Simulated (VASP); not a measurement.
## TiW3: single point with PBE

TiW3:

```
CELL_PARAMETERS angstrom
2.65808 -4.61407 0.00000
2.65808 4.61407 0.00000
0.00000 0.00000 2.68098
ATOMIC_POSITIONS crystal
Ti 0.50000 0.50000 0.50000
W 0.00000 0.50000 0.00000
W 0.00000 0.00000 0.50000
W 0.50000 0.00000 0.00000
```

```
Program                : VASP 6.6.1
Task                   : single point
Functional             : PBE
Potentials or basis    : VASP PAW PBE potentials, release 64 (Ti_sv, W_sv)
Cutoff                 : 520 eV
k mesh                 : 10 × 10 × 16
Occupations            : gaussian, width 0.1 eV
Spin                   : no spin polarisation
Dipole correction      : no
Further INCAR settings : ALGO = Fast; EDIFF = 1e-06; NBANDS = 35
```

| Property | Result |
| --- | --- |
| Pressure | 0.3 GPa |
| Band gap on the k mesh | zero (bands 27 and 28 overlap by 2.20 eV) |

Stress tensor (GPa, compression positive):
```
0.39 0.00 0.00
0.00 0.08 0.00
0.00 0.00 0.33
```

Levels at points of the mesh, in eV from the Fermi level:
| k point | band 25 | band 26 | band 27 | band 28 | band 29 | band 30 |
| --- | --- | --- | --- | --- | --- | --- |
| (0.00, 0.00, 0.00) | 0.49 | 0.60 | 0.68 | 0.75 | 0.83 | 0.98 |
| (0.50, 0.00, 0.00) | -1.57 | -1.38 | -0.34 | -0.10 | 1.27 | 1.70 |
| (0.50, 0.50, 0.00) | -1.69 | -1.52 | -1.19 | -0.12 | 1.21 | 1.74 |
| (0.00, 0.00, 0.50) | -1.79 | -1.20 | -1.10 | -0.58 | 1.01 | 1.42 |
| (0.50, 0.00, 0.50) | -0.32 | -0.29 | -0.28 | 0.81 | 0.96 | 1.03 |
| (0.50, 0.50, 0.50) | 0.66 | 0.70 | 0.87 | 1.24 | 3.47 | 3.50 |

Run time: 33 min on 1 thread of AMD EPYC 7R13 (shared host), peak memory 0.56 GiB.

Caveat: spin-orbit coupling is left out, which moves the levels of the heavy elements.
